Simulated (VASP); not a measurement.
Wanted: the native input for a VASP 6.6.1 run.

| Quantity | Value |
| --- | --- |
| Task | single point |
| Functional | PBEsol |
| Potentials or basis | VASP PAW PBE potentials, release 64 (Ni) |
| Cutoff | 600 eV |
| k mesh | 14 × 14 × 14 |
| Occupations | fermi-dirac, width 0.0005 eV |
| Spin | collinear spin, ferromagnetic start |
| Starting moments | [2.0] μB |
| Dipole correction | no |
| Further INCAR settings | ALGO = Normal; EDIFF = 1e-06; NBANDS = 15 |

The structure of Ni lies in POSCAR:

```
Ni
1.0
    0.0000000000      1.7775500000      1.7775500000
    1.7775500000      0.0000000000      1.7775500000
    1.7775500000      1.7775500000      0.0000000000
Ni
1
Direct
    0.0000000000      0.0000000000      0.0000000000
```

The input as run:

INCAR

```
  PREC = Accurate
  ENCUT = 600
  EDIFF = 1E-6
  ISMEAR = -1
  SIGMA = 5E-4
  LREAL = F
  LASPH = T
  NELM = 200
  ALGO = Normal
  ISIF = 2
  LWAVE = F
  LCHARG = T
  ISPIN = 2
  MAGMOM = 2
  LORBIT = 11
  LMAXMIX = 4
  GGA = PS
  LELF = T
  LVHAR = T
  NBANDS = 15
  GGA_COMPAT = F
```

KPOINTS

```
regular mesh
0
Gamma
  14 14 14
```

Potentials or basis: VASP PAW PBE potentials, release 64 (Ni).

The run is started by

```bash
$ cat potpaw_PBE.64/Ni/POTCAR > POTCAR
$ mpirun -np 1 vasp_std > vasp.out
```

It gave:

```
Pressure                                              : -14.7 GPa
Net moment                                            : 0.68 μB per cell
Site moments                                          : Ni +0.69 μB
Valence electrons inside the program's atomic spheres : Ni 9.26
```

Caveat: the PAW data sets were made with another functional, which shifts forces and pressure a little.

Run time: 17 s on 1 thread of Intel(R) Xeon(R) 6975P-C (Granite Rapids) (shared host), peak memory 0.16 GiB.
